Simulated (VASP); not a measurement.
# BaZrO3 (Pm-3m) in VASP: single point with revPBE+U

Aim: the single point of BaZrO3 with revPBE+U.

All numbers are computed with VASP 6.6.1; they aren't measurements. Logs are shortened: lines on timing, memory, paths and dates and some standing lists are left out, and cuts for length are marked.

## Step 1: The cell of the first run

Symmetry: Pm-3m, No. 221, cubic system. Conventional cell: a = 4.228 Å, b = 4.228 Å, c = 4.228 Å, α = 90.00°, β = 90.00°, γ = 90.00°. Within 3.9 Å of Ba (site symmetry m-3m) lie 12 O at 2.99 Å and 8 Zr at 3.66 Å. Zr (site symmetry m-3m) has 6 O at 2.11 Å within 2.8 Å. O (site symmetry 4/mmm) has 2 Zr at 2.11 Å within 2.8 Å.

## Step 2: Single point, revPBE+U

Contents of INCAR:

```
  PREC = Accurate
  ENCUT = 520
  EDIFF = 1E-6
  ISMEAR = 0
  SIGMA = 0.05
  LREAL = F
  LASPH = T
  NELM = 150
  ALGO = Normal
  ISIF = 2
  LWAVE = F
  LCHARG = T
  LMAXMIX = 4
  LDAU = T
  LDAUTYPE = 2
  LDAUL = -1 2 -1
  LDAUU = 0 4 0
  LDAUJ = 0 0 0
  LDAUPRINT = 1
  GGA = RE
  LELF = T
  LVHAR = T
  NBANDS = 28
```

Contents of KPOINTS:

```
regular mesh
0
Gamma
  8 8 8
```

Contents of POSCAR:

```
BaZrO3
1.0
    4.2283851526      0.0000000000      0.0000000000
    0.0000000000      4.2283851526      0.0000000000
    0.0000000000      0.0000000000      4.2283851526
Ba Zr O
1 1 3
Direct
    0.0000000000      0.0000000000      0.0000000000
    0.5000000000      0.5000000000      0.5000000000
    0.0000000000      0.5000000000      0.5000000000
    0.5000000000      0.5000000000      0.0000000000
    0.5000000000      0.0000000000      0.5000000000
```

Potentials or basis: VASP PAW PBE potentials, release 64 (Ba_sv, Zr_sv, O).

The run is started by

```
> cat potpaw_PBE.64/Ba_sv/POTCAR potpaw_PBE.64/Zr_sv/POTCAR potpaw_PBE.64/O/POTCAR > POTCAR
> mpirun -np 1 vasp_std > vasp.out
```

OUTCAR:

```text
PREC = Accurate
   ENCUT = 520
   EDIFF = 1E-6
   ISMEAR = 0
   LREAL = F
   LASPH = T
   NELM = 150
   ISIF = 2
   GGA = RE

 ion  position               nearest neighbor table
   1  0.000  0.000  0.000-   3 2.99   4 2.99   5 2.99   3 2.99   5 2.99   3 2.99   4 2.99   3 2.99
                             4 2.99   5 2.99   5 2.99   4 2.99   2 3.66   2 3.66   2 3.66   2 3.66
   2  0.500  0.500  0.500-   3 2.11   4 2.11   5 2.11   4 2.11   5 2.11   3 2.11   1 3.66   1 3.66
                             1 3.66   1 3.66   1 3.66   1 3.66   1 3.66   1 3.66
   3  0.000  0.500  0.500-   2 2.11   2 2.11   1 2.99   1 2.99   1 2.99   1 2.99
   4  0.500  0.500  0.000-   2 2.11   2 2.11   1 2.99   1 2.99   1 2.99   1 2.99
   5  0.500  0.000  0.500-   2 2.11   2 2.11   1 2.99   1 2.99   1 2.99   1 2.99

  LATTYP: Found a simple cubic cell.
 ALAT       =     4.2283851526

  Lattice vectors:

 A1 = (   4.2283851526,   0.0000000000,   0.0000000000)
 A2 = (   0.0000000000,   4.2283851526,   0.0000000000)
 A3 = (   0.0000000000,   0.0000000000,   4.2283851526)

Analysis of symmetry for initial positions (statically):
=====================================================================
 Subroutine PRICEL returns:
 Original cell was already a primitive cell.

 Routine SETGRP: Setting up the symmetry group for a
 simple cubic supercell.

 Subroutine GETGRP returns: Found 48 space group operations
 (whereof 48 operations were pure point group operations)
 out of a pool of 48 trial point group operations.

The static configuration has the point symmetry O_h .

Analysis of symmetry for dynamics (positions and initial velocities):
=====================================================================
 Subroutine PRICEL returns:
 Original cell was already a primitive cell.

 Routine SETGRP: Setting up the symmetry group for a
 simple cubic supercell.

 Subroutine GETGRP returns: Found 48 space group operations
 (whereof 48 operations were pure point group operations)
 out of a pool of 48 trial point group operations.

The dynamic configuration has the point symmetry O_h .

 Subroutine INISYM returns: Found 48 space group operations
[... 161 lines left out ...]
  0.0000  0.0763  0.0000  0.0000  0.0000
 -0.0000  0.0000  0.1974 -0.0000  0.0000
  0.0000  0.0000 -0.0000  0.0763 -0.0000
 -0.0000  0.0000  0.0000 -0.0000  0.1974

 occupancies and eigenvectors

  o =  0.0763  v =  0.0000  0.0823 -0.0000  0.9966 -0.0000  0.0000  0.0000  0.0000  0.0000  0.0000      0.0000  0.0000  0.0000  0.0000  0.0000  0.0000  0.0000  0.0000  0.0000  0.0000
  o =  0.0763  v =  0.0000  0.0000  0.0000  0.0000  0.0000  0.0000  0.0823 -0.0000  0.9966 -0.0000      0.0000  0.0000  0.0000  0.0000  0.0000  0.0000  0.0000  0.0000  0.0000  0.0000
  o =  0.0763  v =  0.0000 -0.9966  0.0000  0.0823 -0.0000  0.0000  0.0000  0.0000  0.0000  0.0000      0.0000  0.0000  0.0000  0.0000  0.0000  0.0000  0.0000  0.0000  0.0000  0.0000
  o =  0.0763  v =  0.0000  0.0000  0.0000  0.0000  0.0000  0.0000 -0.9966  0.0000  0.0823 -0.0000      0.0000  0.0000  0.0000  0.0000  0.0000  0.0000  0.0000  0.0000  0.0000  0.0000
  o =  0.0763  v =  1.0000  0.0000  0.0000  0.0000  0.0000  0.0000  0.0000  0.0000  0.0000  0.0000      0.0000  0.0000  0.0000  0.0000  0.0000  0.0000  0.0000  0.0000  0.0000  0.0000
  o =  0.0763  v =  0.0000  0.0000  0.0000  0.0000  0.0000  1.0000  0.0000  0.0000  0.0000  0.0000      0.0000  0.0000  0.0000  0.0000  0.0000  0.0000  0.0000  0.0000  0.0000  0.0000
  o =  0.1974  v =  0.0000  0.0000  0.0000  0.0000  0.0000  0.0000 -0.0000 -0.0092  0.0000  1.0000      0.0000  0.0000  0.0000  0.0000  0.0000  0.0000  0.0000  0.0000  0.0000  0.0000
  o =  0.1974  v =  0.0000 -0.0000 -0.0092  0.0000  1.0000  0.0000  0.0000  0.0000  0.0000  0.0000      0.0000  0.0000  0.0000  0.0000  0.0000  0.0000  0.0000  0.0000  0.0000  0.0000
  o =  0.1974  v =  0.0000  0.0000  0.0000  0.0000  0.0000  0.0000 -0.0000 -1.0000 -0.0000 -0.0092      0.0000  0.0000  0.0000  0.0000  0.0000  0.0000  0.0000  0.0000  0.0000  0.0000
  o =  0.1974  v =  0.0000 -0.0000 -1.0000 -0.0000 -0.0092  0.0000  0.0000  0.0000  0.0000  0.0000      0.0000  0.0000  0.0000  0.0000  0.0000  0.0000  0.0000  0.0000  0.0000  0.0000

 number of electron      39.9999986 magnetization

 Free energy of the ion-electron system (eV)
  ---------------------------------------------------
  ext. energy  EPLUGINS =         0.00000000
  ---------------------------------------------------
  free energy    TOTEN  =       -37.73065497 eV

  energy without entropy =      -37.73065497  energy(sigma->0) =      -37.73065497

 E-fermi :   4.1253     XC(G=0): -10.4852

 val. band max:        3.8548888864   @ k =   0.5000   0.5000   0.5000
 cond. band min:       7.5982898093   @ k =   0.0000   0.0000   0.0000
 fundamental gap:      3.7434009228
 Fermi energy:         4.1253365128

 k-point     1 :       0.0000    0.0000    0.0000
  band No.  band energies     occupation
      1     -44.1590      2.00000
      2     -22.2212      2.00000
      3     -22.2212      2.00000
      4     -22.2212      2.00000
      5     -21.6160      2.00000
      6     -12.5851      2.00000
[... 733 lines left out ...]
     27      12.1873      0.00000
     28      12.7808      0.00000

 [... further k-points ...]

------------------------ aborting loop because EDIFF is reached ----------------------------------------

  FORCE on cell =-STRESS in cart. coord.  units (eV):
  Direction    XX          YY          ZZ          XY          YZ          ZX
  --------------------------------------------------------------------------------------
  -------------------------------------------------------------------------------------
  Total        3.3418909      3.3418909      3.3418909     -0.0000000     -0.0000000      0.0000000
  in kB       70.8238016     70.8238016     70.8238016     -0.0000000     -0.0000000      0.0000000
  external PRESSURE =      70.8238016 kB  Pullay stress =       0.0000000 kB

 VOLUME and BASIS-vectors are now :
 -----------------------------------------------------------------------------
  energy-cutoff  :      520.00
  volume of cell :       75.60
      direct lattice vectors                 reciprocal lattice vectors
     4.228385153  0.000000000  0.000000000     0.236496905  0.000000000  0.000000000
     0.000000000  4.228385153  0.000000000     0.000000000  0.236496905  0.000000000
     0.000000000  0.000000000  4.228385153     0.000000000  0.000000000  0.236496905

 POSITION                                       TOTAL-FORCE (eV/Angst)
 -----------------------------------------------------------------------------------
      0.00000      0.00000      0.00000         0.000000      0.000000      0.000000
      2.11419      2.11419      2.11419         0.000000      0.000000      0.000000
      0.00000      2.11419      2.11419         0.000000      0.000000      0.000000
      2.11419      2.11419      0.00000         0.000000      0.000000      0.000000
      2.11419      0.00000      2.11419         0.000000      0.000000      0.000000
 -----------------------------------------------------------------------------------
    total drift:                                0.000000     -0.000000     -0.000000

  FREE ENERGIE OF THE ION-ELECTRON SYSTEM (eV)
  ---------------------------------------------------
  free  energy   TOTEN  =       -37.7306549724 eV

  energy  without entropy=      -37.7306549724  energy(sigma->0) =      -37.73065497
```

stdout:

```text
POSCAR found type information on POSCAR BaZrO
 POSCAR found :  3 types and       5 ions
 scaLAPACK will be used
 -----------------------------------------------------------------------------
|                                                                             |
|                                                                             |
|     You enforced a specific xc type in the INCAR file but a different       |
|     I HOPE YOU KNOW WHAT YOU ARE DOING!                                     |
|                                                                             |
 -----------------------------------------------------------------------------

 LDA part: xc-table for (Slater+PW92), standard interpolation
 POSCAR, INCAR and KPOINTS ok, starting setup
 FFT: planning ... GRIDC
 FFT: planning ... GRID_SOFT
 FFT: planning ... GRID
 WAVECAR not read
 entering main loop
```

Wall time 54 s (1 thread of AMD EPYC 7R13 (Zen 3), shared host); peak memory 0.19 GiB.

What came out:

```
Free energy            : -37.7307 eV
Pressure               : 7.1 GPa
Band gap on the k mesh : 3.74 eV (least direct gap 4.05 eV)
```

Levels at points of the mesh, in eV from the valence-band top:
| k point | band 17 | band 18 | band 19 | band 20 | band 21 | band 22 | band 23 | band 24 |
| --- | --- | --- | --- | --- | --- | --- | --- | --- |
| (0.00, 0.00, 0.00) | -0.96 | -0.31 | -0.31 | -0.31 | 3.74 | 3.74 | 3.74 | 4.66 |
| (0.50, 0.00, 0.00) | -1.59 | -1.59 | -0.57 | -0.57 | 4.29 | 6.22 | 6.22 | 6.37 |
| (0.50, 0.50, 0.00) | -0.98 | -0.95 | -0.95 | -0.07 | 6.12 | 6.12 | 6.35 | 6.76 |
| (0.50, 0.50, 0.50) | -2.41 | 0.00 | 0.00 | 0.00 | 5.83 | 5.83 | 5.83 | 7.51 |

Eigenvalues of the final occupation matrices:
```
    site  spin  trace               eigenvalues
site 2 d     1   0.62  0.08 0.08 0.08 0.20 0.20
site 2 d     2   0.62  0.08 0.08 0.08 0.20 0.20
```

Caveat: the cell stands under pressure; the PAW data sets were made with another functional, which shifts forces and pressure a little; spin-orbit coupling is left out, which moves the levels of the heavy elements. A k mesh can miss the band edges.
